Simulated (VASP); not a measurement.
# HC32 (a cell with a defect) in VASP: single point with PBE+D3(BJ)

Aim: the single point of HC32 (a cell with a defect) with PBE+D3(BJ).

All numbers are computed with VASP 6.6.1; they aren't measurements. Logs are shortened: lines on timing, memory, paths and dates and some standing lists are left out, and cuts for length are marked.

## 1. The cell of the first run

The cell holds a defect, 33 atoms: a = 6.613 Å, b = 6.619 Å, c = 6.619 Å, α = 96.28°, β = 96.34°, γ = 96.34°.

## 2. Single point, PBE+D3(BJ), collinear spin

The input, INCAR:

```
PREC = Accurate ; ENCUT = 520
EDIFF = 1E-6 ; ISMEAR = 0
SIGMA = 0.02 ; LREAL = Auto
LASPH = True ; NELM = 150
ALGO = Normal ; ISIF = 2
LWAVE = False ; LCHARG = True
ISPIN = 2 ; MAGMOM = 0.02 0.07 0.07 0.05 0.02 0.02 0.08 0.02 0.02 0.02 0.12 0.08 0.11 0.07 0.08 0.11 -0.02 -0.02 -0.02 -0.02 -0.02 -0.02 -0.02 -0.02 -0.02 -0.02 0 -0.02 -0.02 -0.02 -0.02 -0.02 0.08
LORBIT = 11 ; GGA = PE
IVDW = 12 ; LELF = True
LVHAR = True ; NBANDS = 90
```

The input, KPOINTS:

```
Automatic mesh
0
Gamma
  2 2 2
  0.5 0.5 0.5
```

The input, POSCAR:

```
HC32
1.0
    5.6709571555      0.0000000000     -3.4026574436
   -2.8677434780     -4.9298468454     -3.3594911955
   -2.8677434780      4.9298468454     -3.3594911955
C H
32 1
Direct
    0.4152739225      0.0404786738      0.5402631656
    0.6666189448      0.7923066098      0.5405000043
    0.9484057679      0.5734803402      0.5734951480
    0.4129827217      0.2878457619      0.2878822742
    0.1667859639      0.2915392329      0.5402621726
    0.6627305054      0.0384768354      0.2880235330
    0.9151922795      0.7922839795      0.2917087938
    0.4152278799      0.5402112317      0.0404671063
    0.1667824974      0.5402213145      0.2915484777
    0.6627453880      0.2880017538      0.0385514081
    0.9150330689      0.0403921862      0.0404268728
    0.4217228741      0.7956523936      0.7956720696
    0.1703294396      0.7954878788      0.0467108649
    0.6666384345      0.5404983345      0.7923858756
    0.9152331568      0.2917180344      0.7923684759
    0.1703548657      0.0466972056      0.7955326392
    0.5800745227      0.9560899140      0.4550449369
    0.8339309895      0.7150701010      0.4591063684
    0.0894905437      0.4587877022      0.4587992644
    0.5797686164      0.2050763732      0.2051238392
    0.3306499815      0.2051241634      0.4549104222
    0.8297780307      0.9561060947      0.2052637022
    0.0855424187      0.7107693667      0.2105670121
    0.5800702049      0.4550177719      0.9561479444
    0.3306398882      0.4548648159      0.2051302828
    0.8297974979      0.2052524777      0.9561749944
    0.0862725488      0.9621753680      0.9622080262
    0.5856888732      0.7110423720      0.7110727989
    0.3370967549      0.7114876839      0.9622831018
    0.8339644349      0.4591258132      0.7151656132
    0.0855873062      0.2105845812      0.7108447470
    0.3371451808      0.9622998280      0.7115433565
    1.0597289600      0.6836913110      0.6836476991
```

Potentials or basis: VASP PAW PBE potentials, release 64 (C, H).

Command:

```
$ cat potpaw_PBE.64/C/POTCAR potpaw_PBE.64/H/POTCAR > POTCAR
$ mpirun -np 1 vasp_std > vasp.out
```

OUTCAR:

```text
PREC = Accurate
   ENCUT = 520
   EDIFF = 1E-6
   ISMEAR = 0
   LREAL = Auto
   LASPH = True
   NELM = 150
   ISIF = 2
   ISPIN = 2
   LORBIT = 11
   GGA = PE
   IVDW = 12
 IVDW          = 12

 ion  position               nearest neighbor table
   1  0.415  0.040  0.540-  32 1.42  17 1.42  21 1.42
   2  0.667  0.792  0.541-  18 1.40  17 1.42  28 1.43
   3  0.948  0.573  0.573-  33 1.12  19 1.49  18 1.49  30 1.49
   4  0.413  0.288  0.288-  20 1.42  21 1.42  25 1.42
   5  0.167  0.292  0.540-  19 1.40  21 1.42  31 1.43
   6  0.663  0.038  0.288-  20 1.42  17 1.42  22 1.42
   7  0.915  0.792  0.292-  18 1.40  22 1.42  23 1.43
   8  0.415  0.540  0.040-  29 1.42  24 1.42  25 1.42
   9  0.167  0.540  0.292-  19 1.40  25 1.42  23 1.43
[... 21 lines left out ...]
  31  0.086  0.211  0.711-  16 1.42   5 1.43  15 1.43
  32  0.337  0.962  0.712-   1 1.42  16 1.43  12 1.43
  33  0.060  0.684  0.684-   3 1.12

  LATTYP: Found a base centered monoclinic cell.
 ALAT       =     8.8340554103
 B/A-ratio  =     1.1161005034
 C/A-ratio  =     0.7486322134
 COS(beta)  =    -0.1654005518

  Lattice vectors:

 A1 = (  -2.8677434780,  -4.9298468454,  -3.3594911955)
 A2 = (  -2.8677434780,   4.9298468454,  -3.3594911955)
 A3 = (   5.6709571555,   0.0000000000,  -3.4026574436)

Analysis of symmetry for initial positions (statically):
=====================================================================
 Subroutine PRICEL returns:
 Original cell was already a primitive cell.

 Routine SETGRP: Setting up the symmetry group for a
 base centered monoclinic supercell.

 Subroutine GETGRP returns: Found  1 space group operations
 (whereof  1 operations were pure point group operations)
 out of a pool of  4 trial point group operations.

The static configuration has the point symmetry C_1 .

Analysis of symmetry for dynamics (positions and initial velocities):
=====================================================================
 Subroutine PRICEL returns:
 Original cell was already a primitive cell.

 Routine SETGRP: Setting up the symmetry group for a
 base centered monoclinic supercell.

 Subroutine GETGRP returns: Found  1 space group operations
 (whereof  1 operations were pure point group operations)
 out of a pool of  4 trial point group operations.

The dynamic configuration has the point symmetry C_1 .

Analysis of structural, dynamic, and magnetic symmetry:
=====================================================================
 Subroutine PRICEL returns:
 Original cell was already a primitive cell.

 Routine SETGRP: Setting up the symmetry group for a
 base centered monoclinic supercell.

 Subroutine GETGRP returns: Found  1 space group operations
 (whereof  1 operations were pure point group operations)
 out of a pool of  4 trial point group operations.

The overall configuration has the point symmetry C_1 .

 Subroutine INISYM returns: Found  1 space group operations
 (whereof  1 operations are pure point group operations),
 and found     1 'primitive' translations

----------------------------------------------------------------------------------------

                                     Primitive cell

  volume of cell :     284.0526

  direct lattice vectors                    reciprocal lattice vectors
     5.670957156  0.000000000 -3.402657444     0.116610618  0.000000000 -0.099541663
    -2.867743478 -4.929846845 -3.359491195    -0.059054477 -0.101423029 -0.098421722
    -2.867743478  4.929846845 -3.359491195    -0.059054477  0.101423029 -0.098421722

  length of vectors
     6.613458455  6.619178474  6.619178474     0.153318554  0.153169506  0.153169506

  position of ions in fractional coordinates (direct lattice)
     0.415273922  0.040478674  0.540263166
     0.666618945  0.792306610  0.540500004
     0.948405768  0.573480340  0.573495148
     0.412982722  0.287845762  0.287882274
     0.166785964  0.291539233  0.540262173
[... 95 lines left out ...]
  0.250000 -0.250000  0.250000      2.000000
 -0.250000 -0.250000  0.250000      2.000000
   k-points           NKPTS =      4   k-points in BZ     NKDIM =      4   number of bands    NBANDS=     90
   number of dos      NEDOS =    301   number of ions     NIONS =     33
   total plane-waves  NPLWV = 125000
   dimension x,y,z NGX =    50 NGY =   50 NGZ =   50
   dimension x,y,z NGXF=   100 NGYF=  100 NGZF=  100
   ions per type =              32   1
   NGX,Y,Z   is equivalent  to a cutoff of  12.57, 12.56, 12.56 a.u.
   NGXF,Y,Z  is equivalent  to a cutoff of  25.14, 25.12, 25.12 a.u.
 SYSTEM =  unknown system
   PREC   = accura    normal or accurate (medium, high low for compatibility)
   ISTART =      0    job   : 0-new  1-cont  2-samecut
   ICHARG =      2    charge: 1-file 2-atom 10-const
   ISPIN  =      2    spin polarized calculation?
   LNONCOLLINEAR =      F non collinear calculations
   LSORBIT =      F    spin-orbit coupling
   LASPH  =      T    aspherical Exc in radial PAW
   ENCUT  =  520.0 eV  38.22 Ry    6.18 a.u.  12.30 12.31 12.31*2*pi/ulx,y,z
   NELM   =    150;   NELMIN=  2; NELMDL= -5     # of ELM steps
   EDIFF  = 0.1E-05   stopping-criterion for ELM
   LREAL  =      T    real-space projection
   EDIFFG = 0.1E-04   stopping-criterion for IOM
   NSW    =      0    number of steps for IOM
   IBRION =     -1    ionic relax: 0-MD 1-quasi-New 2-CG
   NFREE  =      0    steps in history (QN), initial steepest desc. (CG)
   ISIF   =      2    stress and relaxation
   ISYM   =      2    0-nonsym 1-usesym 2-fastsym
   POTIM  = 0.5000    time-step for ionic-motion
   TEBEG  =    0.0;   TEEND  =   0.0 temperature during run
   PSTRESS=    0.0 pullay stress
   NELECT =     129.0000    total number of electrons
   NUPDOWN=      -1.0000    fix difference up-down
   EMIN   =  10.00;   EMAX   =-10.00  energy-range for DOS
   EFERMI =   0.00;   METHOD = LEGACY
   ISMEAR =     0;   SIGMA  =   0.02  broadening in eV -4-tet -1-fermi 0-gaus
   EFERMI_NEDOS =   21; number of points for ismear=-14 and -15
   IALGO  =     38    algorithm
   IMIX   =      4    mixing-type and parameters
     AMIX     =   0.40;   BMIX     =  1.00
     AMIX_MAG =   1.60;   BMIX_MAG =  1.00
  volume/ion in A,a.u.               =       8.61        58.09
  Fermi-wavevector in a.u.,A,eV,Ry     =   1.258361  2.377957 21.544438  1.583471
  Thomas-Fermi vector in A             =   2.391974
   LORBIT       =     11    0 simple, 1 ext, 2 COOP (PROOUT), +10 PAW based schemes
   GGA     = PE    functional components
   LHFCALC =     F    Hartree Fock is set to
   AEXX    =    0.0000 exact exchange contribution
   IVDW    =    12    specifies the selected vdW correction
   LEPSILON=     F    determine dielectric tensor
   LRPA    =     F    only Hartree local field effects (RPA)
 spin polarized calculation
 Gauss-broadening in eV      SIGMA  =   0.02
  energy-cutoff  :      520.00
  volume of cell :      284.05
 maximum number of plane-waves:      7645
 NGX is ok and might be reduce to    50
   NGX = 25   NGY = 25   NGZ = 25

 number of electron     128.9999996 magnetization       0.9999929

 Free energy of the ion-electron system (eV)
  ---------------------------------------------------
  ext. energy  EPLUGINS =         0.00000000
  ---------------------------------------------------
  free energy    TOTEN  =      -296.68443694 eV

  energy without entropy =     -296.68443694  energy(sigma->0) =     -296.68443694

 E-fermi :   4.9374     XC(G=0): -10.3434

 val. band max:        4.7710325539   @ k =   0.2500   0.2500   0.2500
 cond. band min:       5.0353735976   @ k =   0.2500  -0.2500   0.2500
 fundamental gap:      0.2643410437
 Fermi energy:         4.9373634575

 spin component 1

 k-point     1 :       0.2500    0.2500    0.2500
  band No.  band energies     occupation
      1     -14.8463      1.00000
      2     -13.5350      1.00000
      3     -13.4817      1.00000
      4     -13.4815      1.00000
      5     -13.2500      1.00000
      6     -13.2494      1.00000
[... 305 lines left out ...]
     75       9.7250      0.00000
     76       9.9546      0.00000
 Fermi energy:         4.9373634575

 spin component 2

 k-point     1 :       0.2500    0.2500    0.2500
  band No.  band energies     occupation
      1     -14.8069      1.00000
      2     -13.4791      1.00000
      3     -13.4508      1.00000
      4     -13.4506      1.00000
      5     -13.2175      1.00000
      6     -13.2169      1.00000
[... 305 lines left out ...]
     75       9.7930      0.00000
     76      10.0608      0.00000
 [bands above 76 left out]

------------------------ aborting loop because EDIFF is reached ----------------------------------------

 Edisp (eV)   -5.06530

 E8    (eV) :    -1.4281

  FORCE on cell =-STRESS in cart. coord.  units (eV):
  Direction    XX          YY          ZZ          XY          YZ          ZX
  --------------------------------------------------------------------------------------
  -------------------------------------------------------------------------------------
  Total       4.76754     4.74340    -0.19570     0.00134    -0.00130    -0.02745
  in kB      26.89096    26.75480    -1.10382     0.00756    -0.00736    -0.15485
  external pressure =       17.51 kB  Pullay stress =        0.00 kB

 VOLUME and BASIS-vectors are now :
 -----------------------------------------------------------------------------
  energy-cutoff  :      520.00
  volume of cell :      284.05
      direct lattice vectors                 reciprocal lattice vectors
     5.670957156  0.000000000 -3.402657444     0.116610618  0.000000000 -0.099541663
    -2.867743478 -4.929846845 -3.359491195    -0.059054477 -0.101423029 -0.098421722
    -2.867743478  4.929846845 -3.359491195    -0.059054477  0.101423029 -0.098421722

 POSITION                                       TOTAL-FORCE (eV/Angst)
 -----------------------------------------------------------------------------------
      0.68958      2.46386     -3.36403        -0.006105      0.006977     -0.008378
     -0.04178     -1.24137     -6.74583        -0.011199     -0.002956     -0.003275
      2.08914      0.00007     -7.08035         0.009355      0.002740     -0.004066
      0.69097      0.00018     -3.33939         0.010045     -0.002434      0.000073
     -1.43956      1.22617     -3.36194         0.004532      0.010545      0.001899
      2.82200      1.23023     -3.35192         0.020070     -0.003632      0.004569
[... 25 lines left out ...]
     -2.88822     -1.23619     -6.77045        -0.011299      0.001755     -0.003163
     -3.58246     -0.00021     -4.79680        -0.010987      0.000275     -0.035131
 -----------------------------------------------------------------------------------
    total drift:                               -0.013087     -0.000756      0.030159

  FREE ENERGIE OF THE ION-ELECTRON SYSTEM (eV)
  ---------------------------------------------------
  free  energy   TOTEN  =      -301.7497320542 eV

  energy  without entropy=     -301.7497320542  energy(sigma->0) =     -301.74973205

 total charge

# of ion       s       p       d       tot
------------------------------------------
    1        0.864   1.791   0.000   2.656
    2        0.864   1.794   0.000   2.659
    3        0.838   1.816   0.000   2.654
    4        0.864   1.793   0.000   2.657
    5        0.864   1.794   0.000   2.659
    6        0.864   1.793   0.000   2.657
[... 25 lines left out ...]
   32        0.862   1.785   0.000   2.647
   33        0.612   0.046   0.000   0.659
--------------------------------------------------
tot         28.225  57.315   0.000  85.540

 magnetization (x)

# of ion       s       p       d       tot
------------------------------------------
    1       -0.001  -0.012   0.000  -0.013
    2       -0.002  -0.017   0.000  -0.019
    3       -0.002   0.001   0.000  -0.001
    4       -0.001  -0.011   0.000  -0.012
    5       -0.002  -0.017   0.000  -0.019
    6       -0.001  -0.011   0.000  -0.012
[... 25 lines left out ...]
   32        0.003   0.050   0.000   0.053
   33        0.051   0.000   0.000   0.051
--------------------------------------------------
tot          0.070   0.479   0.000   0.549
```

Run time: 12 min. Hardware: 1 thread of Intel Xeon 8259CL, shared host; peak memory 0.49 GiB.

Results:

| Property | Result |
| --- | --- |
| Free energy | -301.7497 eV |
| Pressure | 1.8 GPa |
| Largest force | 0.037 eV/Å |
| Band gap on the k mesh | 0.26 eV |
| Net moment | 1.00 μB per cell |
| Site moments | C -0.01, -0.02, -0.00, +0.02, +0.09, +0.04, +0.06, +0.05 (each value once); H +0.05 μB |
| Valence electrons inside the program's atomic spheres | C 2.66, 2.65, 2.64 (each value once); H 0.66 |
| Dispersion energy per atom | -0.153 eV |

Forces in eV/Å, atoms in the order of the input:
```
C   -0.006  0.007 -0.008
C   -0.011 -0.003 -0.003
C    0.009  0.003 -0.004
C    0.010 -0.002  0.000
C    0.005  0.011  0.002
C    0.020 -0.004  0.005
C    0.008  0.001  0.005
C   -0.006 -0.004 -0.009
C    0.004 -0.011  0.004
C    0.019  0.001  0.005
C   -0.008 -0.001 -0.012
C   -0.013  0.001  0.002
C   -0.001 -0.003  0.002
C   -0.008  0.003 -0.001
C    0.006 -0.002  0.005
C   -0.004  0.002  0.000
C   -0.003  0.009  0.008
C    0.007  0.015  0.014
C   -0.018  0.004  0.008
C    0.006  0.001 -0.008
C    0.004  0.004  0.005
C    0.000  0.010  0.005
C   -0.002  0.005 -0.002
C    0.000 -0.010  0.008
C    0.003 -0.003  0.005
C    0.001 -0.011  0.004
C   -0.005 -0.001 -0.014
C    0.008  0.001  0.009
C   -0.009 -0.002 -0.006
C    0.013 -0.017  0.014
C   -0.003 -0.005  0.000
C   -0.011  0.002 -0.003
H   -0.011  0.000 -0.035
```

Levels at points of the mesh, in eV from the valence-band top:
Spin up:
| k point | band 61 | band 62 | band 63 | band 64 | band 65 | band 66 | band 67 | band 68 | band 69 | band 70 |
| --- | --- | --- | --- | --- | --- | --- | --- | --- | --- | --- |
| (0.25, 0.25, 0.25) | -2.81 | -2.63 | -2.53 | -2.53 | 0.00 | 1.71 | 1.71 | 2.06 | 2.66 | 2.66 |
Spin down:
```csv
k point,band 62,band 63,band 64,band 65,band 66,band 67
"(0.25, 0.25, 0.25)",-2.56,-2.44,-2.44,0.37,1.79,1.79
```
